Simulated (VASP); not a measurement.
# Tb (Fm-3m) in VASP: notebook

Aim: see how the results for Tb move with the level of theory and the settings. Levels: PBE, r2SCAN. Tasks: single point.

Everything below comes from runs of VASP 6.6.1. Logs are shortened: lines on timing, memory, paths and dates and some standing lists are left out, and cuts for length are marked.

### Step 1. The cell of the first run

It takes space group Fm-3m (No. 225, cubic). The conventional cell has a = 5.037 Å, b = 5.037 Å, c = 5.037 Å, α = 90.00°, β = 90.00°, γ = 90.00°. Tb (site symmetry m-3m) has 12 Tb at 3.56 Å within 4.7 Å.

### Step 2. Single point, PBE, collinear spin, ferromagnetic start

Input file INCAR:

```
PREC     = Accurate       # precision mode
ENCUT    = 520            # plane-wave cutoff, eV
EDIFF    = 1E-6           # SCF threshold, eV
ISMEAR   = 0              # smearing method
SIGMA    = 0.05           # smearing width, eV
LREAL    = F              # projectors in reciprocal space
LASPH    = T              # aspherical terms in the spheres
NELM     = 150            # most SCF steps
ALGO     = Normal         # electronic algorithm
ISIF     = 2              # what is computed and relaxed
LWAVE    = F              # write WAVECAR
LCHARG   = F              # write CHGCAR
ISPIN    = 2              # spin polarisation
MAGMOM   = 6              # initial moments
LORBIT   = 11             # projections on sites
LMAXMIX  = 6              # l up to which the mixer works
GGA      = PE             # functional
NBANDS   = 20             # bands
```

Input file KPOINTS:

```
Automatic mesh
0
Gamma
  8 8 8
```

Input file POSCAR:

```
Tb
1.0
    0.0000000000      2.5182754115      2.5182754115
    2.5182754115      0.0000000000      2.5182754115
    2.5182754115      2.5182754115      0.0000000000
Tb
1
Direct
    0.0000000000      0.0000000000      0.0000000000
```

Potentials or basis: VASP PAW PBE potentials, release 64 (Tb).

Run with:

```sh
> cat potpaw_PBE.64/Tb/POTCAR > POTCAR
> mpirun -np 1 vasp_std > vasp.out
```

OUTCAR:

```text
PREC = Accurate
   ENCUT = 520
   EDIFF = 1E-6
   ISMEAR = 0
   LREAL = F
   LASPH = T
   NELM = 150
   ISIF = 2
   ISPIN = 2
   LORBIT = 11
   GGA = PE

 ion  position               nearest neighbor table
   1  0.000  0.000  0.000-

  LATTYP: Found a face centered cubic cell.
 ALAT       =     5.0365508230

  Lattice vectors:

 A1 = (   0.0000000000,   2.5182754115,   2.5182754115)
 A2 = (   2.5182754115,   0.0000000000,   2.5182754115)
 A3 = (   2.5182754115,   2.5182754115,   0.0000000000)

Analysis of symmetry for initial positions (statically):
=====================================================================
 Subroutine PRICEL returns:
 Original cell was already a primitive cell.

 Routine SETGRP: Setting up the symmetry group for a
 face centered cubic supercell.

 Subroutine GETGRP returns: Found 48 space group operations
 (whereof 48 operations were pure point group operations)
 out of a pool of 48 trial point group operations.

The static configuration has the point symmetry O_h .

Analysis of symmetry for dynamics (positions and initial velocities):
=====================================================================
 Subroutine PRICEL returns:
 Original cell was already a primitive cell.

 Routine SETGRP: Setting up the symmetry group for a
 face centered cubic supercell.

 Subroutine GETGRP returns: Found 48 space group operations
 (whereof 48 operations were pure point group operations)
 out of a pool of 48 trial point group operations.

The dynamic configuration has the point symmetry O_h .

Analysis of structural, dynamic, and magnetic symmetry:
=====================================================================
 Subroutine PRICEL returns:
 Original cell was already a primitive cell.

 Routine SETGRP: Setting up the symmetry group for a
 face centered cubic supercell.

 Subroutine GETGRP returns: Found 48 space group operations
 (whereof 48 operations were pure point group operations)
 out of a pool of 48 trial point group operations.

The overall configuration has the point symmetry O_h .

 Subroutine INISYM returns: Found 48 space group operations
 (whereof 48 operations are pure point group operations),
 and found     1 'primitive' translations

----------------------------------------------------------------------------------------

                                     Primitive cell

  volume of cell :      31.9403

  direct lattice vectors                    reciprocal lattice vectors
     0.000000000  2.518275411  2.518275411    -0.198548577  0.198548577  0.198548577
     2.518275411  0.000000000  2.518275411     0.198548577 -0.198548577  0.198548577
     2.518275411  2.518275411  0.000000000     0.198548577  0.198548577 -0.198548577

  length of vectors
     3.561379241  3.561379241  3.561379241     0.343896224  0.343896224  0.343896224

  position of ions in fractional coordinates (direct lattice)
     0.000000000  0.000000000  0.000000000

  ion indices of the primitive-cell ions
   primitive index   ion index
                 1           1

----------------------------------------------------------------------------------------

 KPOINTS: Automatic mesh

Automatic generation of k-mesh.
 Grid dimensions read from file:
 generate k-points for:    8    8    8

 Generating k-lattice:

  Cartesian coordinates                     Fractional coordinates (reciprocal lattice)
    -0.024818572  0.024818572  0.024818572     0.125000000  0.000000000  0.000000000
     0.024818572 -0.024818572  0.024818572     0.000000000  0.125000000  0.000000000
     0.024818572  0.024818572 -0.024818572     0.000000000  0.000000000  0.125000000

  Length of vectors
     0.042987028  0.042987028  0.042987028

  Shift w.r.t. Gamma in fractional coordinates (k-lattice)
     0.000000000  0.000000000  0.000000000

 Subroutine IBZKPT returns following result:
 ===========================================

 Found     29 irreducible k-points:

 Following reciprocal coordinates:
            Coordinates               Weight
  0.000000  0.000000  0.000000      1.000000
  0.125000  0.000000  0.000000      8.000000
  0.250000  0.000000  0.000000      8.000000
  0.375000  0.000000  0.000000      8.000000
  0.500000  0.000000  0.000000      4.000000
  0.125000  0.125000  0.000000      6.000000
[... 16 lines left out ...]
  0.500000  0.250000  0.125000     48.000000
 -0.375000  0.250000  0.125000     24.000000
 [... further k-points ...]
   k-points           NKPTS =     29   k-points in BZ     NKDIM =     29   number of bands    NBANDS=     20
   number of dos      NEDOS =    301   number of ions     NIONS =      1
   total plane-waves  NPLWV =  21952
   dimension x,y,z NGX =    28 NGY =   28 NGZ =   28
   dimension x,y,z NGXF=    56 NGYF=   56 NGZF=   56
   ions per type =               1
   NGX,Y,Z   is equivalent  to a cutoff of  13.07, 13.07, 13.07 a.u.
   NGXF,Y,Z  is equivalent  to a cutoff of  26.14, 26.14, 26.14 a.u.
 SYSTEM =  unknown system
   PREC   = accura    normal or accurate (medium, high low for compatibility)
   ISTART =      0    job   : 0-new  1-cont  2-samecut
   ICHARG =      2    charge: 1-file 2-atom 10-const
   ISPIN  =      2    spin polarized calculation?
   LNONCOLLINEAR =      F non collinear calculations
   LSORBIT =      F    spin-orbit coupling
   LASPH  =      T    aspherical Exc in radial PAW
   ENCUT  =  520.0 eV  38.22 Ry    6.18 a.u.   6.62  6.62  6.62*2*pi/ulx,y,z
   NELM   =    150;   NELMIN=  2; NELMDL= -5     # of ELM steps
   EDIFF  = 0.1E-05   stopping-criterion for ELM
   LREAL  =      F    real-space projection
   EDIFFG = 0.1E-04   stopping-criterion for IOM
   NSW    =      0    number of steps for IOM
   IBRION =     -1    ionic relax: 0-MD 1-quasi-New 2-CG
   NFREE  =      0    steps in history (QN), initial steepest desc. (CG)
   ISIF   =      2    stress and relaxation
   ISYM   =      2    0-nonsym 1-usesym 2-fastsym
   POTIM  = 0.5000    time-step for ionic-motion
   TEBEG  =    0.0;   TEEND  =   0.0 temperature during run
   PSTRESS=    0.0 pullay stress
   NELECT =      19.0000    total number of electrons
   NUPDOWN=      -1.0000    fix difference up-down
   EMIN   =  10.00;   EMAX   =-10.00  energy-range for DOS
   EFERMI =   0.00;   METHOD = LEGACY
   ISMEAR =     0;   SIGMA  =   0.05  broadening in eV -4-tet -1-fermi 0-gaus
   EFERMI_NEDOS =   21; number of points for ismear=-14 and -15
   IALGO  =     38    algorithm
   IMIX   =      4    mixing-type and parameters
     AMIX     =   0.40;   BMIX     =  1.00
     AMIX_MAG =   1.60;   BMIX_MAG =  1.00
  volume/ion in A,a.u.               =      31.94       215.54
  Fermi-wavevector in a.u.,A,eV,Ry     =   1.376827  2.601826 25.791931  1.895653
  Thomas-Fermi vector in A             =   2.502036
   LORBIT       =     11    0 simple, 1 ext, 2 COOP (PROOUT), +10 PAW based schemes
   GGA     = PE    functional components
   LHFCALC =     F    Hartree Fock is set to
   AEXX    =    0.0000 exact exchange contribution
   IVDW    =     0    specifies the selected vdW correction
   LEPSILON=     F    determine dielectric tensor
   LRPA    =     F    only Hartree local field effects (RPA)
 spin polarized calculation
 Gauss-broadening in eV      SIGMA  =   0.05
  energy-cutoff  :      520.00
  volume of cell :       31.94
 maximum number of plane-waves:       881
 NGX is ok and might be reduce to    28
   NGX = 13   NGY = 13   NGZ = 13

 number of electron      19.0000008 magnetization       5.9714023

 Free energy of the ion-electron system (eV)
  ---------------------------------------------------
  ext. energy  EPLUGINS =         0.00000000
  ---------------------------------------------------
  free energy    TOTEN  =        -9.53631189 eV

  energy without entropy =       -9.53042700  energy(sigma->0) =       -9.53336944

 E-fermi :   2.9022     XC(G=0): -10.1141

 val. band max:        2.8764889695   @ k =  -0.3750   0.1250   0.0000
 cond. band min:       2.9074882216   @ k =  -0.3750   0.3750   0.0000
 fundamental gap:      0.0309992521
 Fermi energy:         2.9022365844

 spin component 1

 k-point     1 :       0.0000    0.0000    0.0000
  band No.  band energies     occupation
      1     -43.2151      1.00000
      2     -19.4663      1.00000
      3     -19.4663      1.00000
      4     -19.4663      1.00000
      5      -2.0772      1.00000
      6      -1.2990      1.00000
[... 12 lines left out ...]
     19      15.8031      0.00000
     20      15.8031      0.00000

 k-point     2 :       0.1250    0.0000    0.0000
  band No.  band energies     occupation
      1     -43.2060      1.00000
      2     -19.5777      1.00000
      3     -19.4803      1.00000
      4     -19.4803      1.00000
      5      -1.6539      1.00000
      6      -1.3033      1.00000
[... 12 lines left out ...]
     19      14.3759      0.00000
     20      16.6450      0.00000
[... 465 lines left out ...]
      3     -19.7260      1.00000
      4     -19.5987      1.00000
      5      -1.3268      1.00000
      6      -1.3047      1.00000
[... 12 lines left out ...]
     19      14.7248      0.00000
     20      15.0463      0.00000

 k-point    24 :      -0.3750    0.2500    0.1250
  band No.  band energies     occupation
      1     -43.1430      1.00000
      2     -20.0840      1.00000
      3     -19.7508      1.00000
      4     -19.6208      1.00000
      5      -1.3324      1.00000
      6      -1.3180      1.00000
[... 12 lines left out ...]
     19      14.4786      0.00000
     20      15.2848      0.00000

 [... further k-points ...]

 spin component 2

 k-point     1 :       0.0000    0.0000    0.0000
  band No.  band energies     occupation
      1     -40.6230      1.00000
      2     -17.5453      1.00000
      3     -17.5453      1.00000
      4     -17.5453      1.00000
      5      -1.6521      1.00000
      6       2.4906      1.00000
[... 12 lines left out ...]
     19      16.2383      0.00000
     20      16.2383      0.00000

 k-point     2 :       0.1250    0.0000    0.0000
  band No.  band energies     occupation
      1     -40.6119      1.00000
      2     -17.6806      1.00000
      3     -17.5618      1.00000
      4     -17.5617      1.00000
      5      -1.2097      1.00000
      6       2.4872      1.00000
[... 12 lines left out ...]
     19      14.7670      0.00000
     20      17.1198      0.00000
[... 465 lines left out ...]
      3     -17.8552      1.00000
      4     -17.7017      1.00000
      5       1.8332      1.00000
      6       2.6374      1.00000
[... 12 lines left out ...]
     19      15.2620      0.00000
     20      15.8929      0.00000

 k-point    24 :      -0.3750    0.2500    0.1250
  band No.  band energies     occupation
      1     -40.5341      1.00000
      2     -18.2848      1.00000
      3     -17.8850      1.00000
      4     -17.7277      1.00000
      5       2.2139      1.00000
      6       2.6944      1.00000
[... 12 lines left out ...]
     19      15.0613      0.00000
     20      16.2049      0.00000

 [... further k-points ...]
[... 5 lines left out ...]
  --------------------------------------------------------------------------------------
  -------------------------------------------------------------------------------------
  Total        0.0318111      0.0318111      0.0318111      0.0000000      0.0000000     -0.0000000
  in kB        1.5956937      1.5956937      1.5956937      0.0000000      0.0000000     -0.0000000
  external PRESSURE =       1.5956937 kB  Pullay stress =       0.0000000 kB

 VOLUME and BASIS-vectors are now :
 -----------------------------------------------------------------------------
  energy-cutoff  :      520.00
  volume of cell :       31.94
      direct lattice vectors                 reciprocal lattice vectors
     0.000000000  2.518275411  2.518275411    -0.198548577  0.198548577  0.198548577
     2.518275411  0.000000000  2.518275411     0.198548577 -0.198548577  0.198548577
     2.518275411  2.518275411  0.000000000     0.198548577  0.198548577 -0.198548577

 POSITION                                       TOTAL-FORCE (eV/Angst)
 -----------------------------------------------------------------------------------
      0.00000      0.00000      0.00000        -0.000000     -0.000000     -0.000000
 -----------------------------------------------------------------------------------
    total drift:                               -0.000000     -0.000000     -0.000000

  FREE ENERGIE OF THE ION-ELECTRON SYSTEM (eV)
  ---------------------------------------------------
  free  energy   TOTEN  =        -9.5363118919 eV

  energy  without entropy=       -9.5304269970  energy(sigma->0) =       -9.53336944

 total charge

# of ion       s       p       d       f       tot
--------------------------------------------------
    1        2.088   5.596   0.518   8.111  16.313

 magnetization (x)

# of ion       s       p       d       f       tot
--------------------------------------------------
    1        0.001  -0.046   0.090   5.686   5.731
```

Run time: 68 s. Hardware: 1 thread of Intel Xeon Platinum 8488C (Sapphire Rapids), shared host; peak memory 0.19 GiB.

Results:

```
Free energy                                           : -9.5363 eV
Pressure                                              : 0.2 GPa
Net moment                                            : 5.97 μB per cell
Site moments                                          : Tb +5.73 μB
Valence electrons inside the program's atomic spheres : Tb 16.31
```

Levels at points of the mesh, in eV from the Fermi level:
Spin up:
```csv
k point,band 8,band 9,band 10,band 11,band 12,band 13,band 14,band 15,band 16,band 17
"(0.00, 0.00, 0.00)",-4.20,-4.10,-4.10,-4.10,-3.43,1.84,1.84,1.84,4.04,4.04
"(0.50, 0.00, 0.00)",-4.12,-4.12,-4.10,-3.30,-2.21,1.10,1.59,1.59,5.88,5.88
"(0.50, 0.50, 0.00)",-4.16,-4.13,-4.13,-3.25,-2.03,-1.07,2.69,5.80,6.47,6.47
```
Spin down:
```csv
k point,band 3,band 4,band 5,band 6,band 7,band 8,band 9,band 10
"(0.00, 0.00, 0.00)",-20.45,-20.45,-4.55,-0.41,0.13,0.13,0.13,0.85
"(0.50, 0.00, 0.00)",-20.56,-20.56,-1.74,-0.22,0.01,0.28,0.28,0.64
"(0.50, 0.50, 0.00)",-20.75,-20.75,-1.59,-0.59,-0.10,0.18,0.27,0.27
```

Caveat: the magnetic or orbital state may not be the lowest; spin-orbit coupling is left out, which moves the levels of the heavy elements.

### Step 3. Single point, r2SCAN, collinear spin, ferromagnetic start

This run uses another cell than the first one, of 33.29 Å³/atom, 1.042 times its volume.

Input file POSCAR:

```
Tb
1.0
    0.0000000000      2.5532471417      2.5532471417
    2.5532471417      0.0000000000      2.5532471417
    2.5532471417      2.5532471417      0.0000000000
Tb
1
Direct
    0.0000000000      0.0000000000      0.0000000000
```

Input file INCAR.step1:

```
SYSTEM = Tb
  PREC = Accurate
  ENCUT = 520
  ISMEAR = 0
  SIGMA = 0.05
  LREAL = .False.
  LASPH = .True.
  NELM = 150
  ISPIN = 2
  MAGMOM = 7.2
  LMAXMIX = 6
  NBANDS = 20
  GGA = PE
  ALGO = Normal
  EDIFF = 1E-4
  LWAVE = .True.
  LCHARG = .False.
```

Input file INCAR.step2:

```
SYSTEM = Tb
  PREC = Accurate
  ENCUT = 520
  EDIFF = 1E-6
  ISMEAR = 0
  SIGMA = 0.05
  LREAL = .False.
  LASPH = .True.
  NELM = 150
  ALGO = Normal
  ISIF = 2
  LWAVE = .False.
  LCHARG = .False.
  ISPIN = 2
  MAGMOM = 7.2
  LORBIT = 11
  LMAXMIX = 6
  METAGGA = R2SCAN
  LMIXTAU = .True.
  NBANDS = 20
  ISTART = 1
```

Input file KPOINTS:

```
Automatic mesh
0
Gamma
  14 14 14
  0 0 0
```

Potentials or basis: VASP PAW PBE potentials, release 64 (Tb).

Run with:

```sh
> cat potpaw_PBE.64/Tb/POTCAR > POTCAR
> cp INCAR.step1 INCAR
> mpirun -np 1 vasp_std > vasp.out
> cp INCAR.step2 INCAR
> mpirun -np 1 vasp_std > vasp.out
```

Run time: 17 min. Hardware: 1 thread of Intel Xeon Platinum 8488C (Sapphire Rapids), shared host; peak memory 0.29 GiB.

It converged, with:

- Free energy: -38.9462 eV
- Pressure: 0.1 GPa
- Net moment: 6.91 μB per cell
- Site moments: Tb +6.12 μB
- Valence electrons inside the program's atomic spheres: Tb 16.21

Levels at points of the mesh, in eV from the Fermi level:
Spin up:
| k point | band 11 | band 12 | band 13 | band 14 | band 15 | band 16 |
| --- | --- | --- | --- | --- | --- | --- |
| (0.00, 0.00, 0.00) | -5.74 | -4.71 | 1.45 | 1.45 | 1.45 | 3.75 |
| (0.50, 0.00, 0.00) | -4.59 | -2.91 | 0.36 | 1.30 | 1.30 | 5.44 |
| (0.50, 0.50, 0.00) | -4.55 | -2.23 | -1.71 | 1.67 | 5.42 | 5.94 |
Spin down:
```tsv
k point	band 2	band 3	band 4	band 5	band 6	band 7	band 8	band 9	band 10	band 11
(0.00, 0.00, 0.00)	-21.62	-21.62	-21.62	-4.20	-1.07	0.30	0.30	0.30	1.59	1.59
(0.50, 0.00, 0.00)	-22.34	-21.71	-21.71	-1.06	-0.93	0.09	0.46	0.46	1.38	1.38
(0.50, 0.50, 0.00)	-22.28	-21.88	-21.88	-1.64	-0.86	0.15	0.40	0.44	0.44	1.38
```

Caveat: the magnetic or orbital state may not be the lowest; the PAW data sets were made with another functional, which shifts forces and pressure a little; spin-orbit coupling is left out, which moves the levels of the heavy elements.
